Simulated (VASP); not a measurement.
Here is a VASP 6.6.1 calculation.

The input INCAR:

```
SYSTEM = TiH
  PREC = Accurate
  ENCUT = 500
  EDIFF = 1E-6
  ISMEAR = -1
  SIGMA = 0.1
  LREAL = .False.
  LASPH = .True.
  NELM = 120
  ALGO = Normal
  ISIF = 2
  LWAVE = .False.
  LCHARG = .True.
  GGA = PS
  LELF = .True.
  LVHAR = .True.
  NBANDS = 14
  GGA_COMPAT = .False.
```

File KPOINTS:

```
Automatic mesh
0
Gamma
  18 18 18
  0 0 0
```

The input POSCAR:

```
TiH
1.0
    0.0000000000      2.0723828567      2.0723828567
    2.0723828567      0.0000000000      2.0723828567
    2.0723828567      2.0723828567      0.0000000000
Ti H
1 1
Direct
    0.0000000000      0.0000000000      0.0000000000
    0.5000000000      0.5000000000      0.5000000000
```

Potentials or basis: VASP PAW PBE potentials, release 64 (Ti_sv, H).

Launch:

```bash
$ cat potpaw_PBE.64/Ti_sv/POTCAR potpaw_PBE.64/H/POTCAR > POTCAR
$ mpirun -np 1 vasp_std > vasp.out
```

Question: Predict the band gap on the k mesh.

Answer: Zero (an odd number of electrons rules out a gap without spin polarisation).

Question: Predict the pressure.

Answer: -0.2 GPa.

Caveat: the PAW data sets were made with another functional, which shifts forces and pressure a little; an odd number of electrons without spin polarisation forces a metal; a magnetic or distorted state may lie lower.
